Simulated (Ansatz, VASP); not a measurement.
Two plane-wave programs on Ba3CrP4

```
Ba Cr P
1.0
     7.63739    0.00000    0.00000
     0.00000    7.63739    0.00000
     0.00000    0.00000    7.63739
Ba Cr P
3 1 4
Direct
  0.50000 0.00000 0.00000
  0.00000 0.50000 0.00000
  0.00000 0.00000 0.50000
  0.00000 0.00000 0.00000
  0.16541 0.16541 0.16541
  0.16541 0.83459 0.83459
  0.83459 0.83459 0.16541
  0.83459 0.16541 0.83459
```

Alike in both runs: functional PBE; k mesh 4 × 4 × 4; occupations gaussian, width 0.02 eV; no spin polarisation.

Ansatz relaxed the structure, and its values are those at the end. VASP's run is a single point on that final structure, the one shown.

```csv
,VASP,Ansatz
version,VASP 6.6.1,Ansatz 0.2.0
potentials or method,"VASP PAW PBE potentials, release 64 (Ba_sv, Cr_pv, P), cutoff 520 eV","scalar-relativistic, plane waves, PAW"
valence electrons in the cell,62,64
```

```csv
,VASP,Ansatz,Ansatz less VASP
gap on the k mesh at the Fermi level (eV),0.77,0.81,+0.036
least direct gap on the mesh (eV),0.77,0.81,+0.036
pressure (GPa),0.2,0.0,-0.23
rms of the force components (eV/Å),0.013,0.005,-0.0078
```

With one functional, cell and mesh, what is left measures potentials, basis and numerics. VASP's potentials hold 62 valence electrons a cell and Ansatz's 64, so a difference there can come from the potentials and not from the codes. Ansatz's warnings: xc potential rough in thin density.

Neither program's run includes spin-orbit coupling.
